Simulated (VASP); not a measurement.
Pt, 1 atom in the cell. Symmetry: I4/mmm, No. 139, tetragonal system. The conventional cell has a = 2.838 Å, b = 2.838 Å, c = 3.774 Å, α = 90.00°, β = 90.00°, γ = 90.00°. Within 3.6 Å of Pt (site symmetry 4/mmm) lie 12 Pt at 2.75 to 2.84 Å. 

```yaml
Program: VASP 6.6.1
Task: single point
Functional: LDA
Potentials_or_basis: VASP PAW LDA potentials, release 64 (Pt)
Cutoff: 520 eV
k_mesh: 22 × 22 × 22
Occupations: gaussian, width 0.15 eV
Spin: no spin polarisation
Dipole_correction: no
Further_INCAR_settings: ALGO = Normal; EDIFF = 1e-06; NBANDS = 11
```

Potentials or basis: VASP PAW LDA potentials, release 64 (Pt).

Command:

```bash
$ cat potpaw_LDA.64/Pt/POTCAR > POTCAR
$ mpirun -np 1 vasp_std > vasp.out
```

Hardware: 1 thread of Intel Xeon 8259CL (shared host).

Problem. How long does it take, and how much memory?

Solution. Run time: 110 s on 1 thread of Intel Xeon 8259CL (shared host), peak memory 0.25 GiB. Counts: scf iterations 11, k points 834.
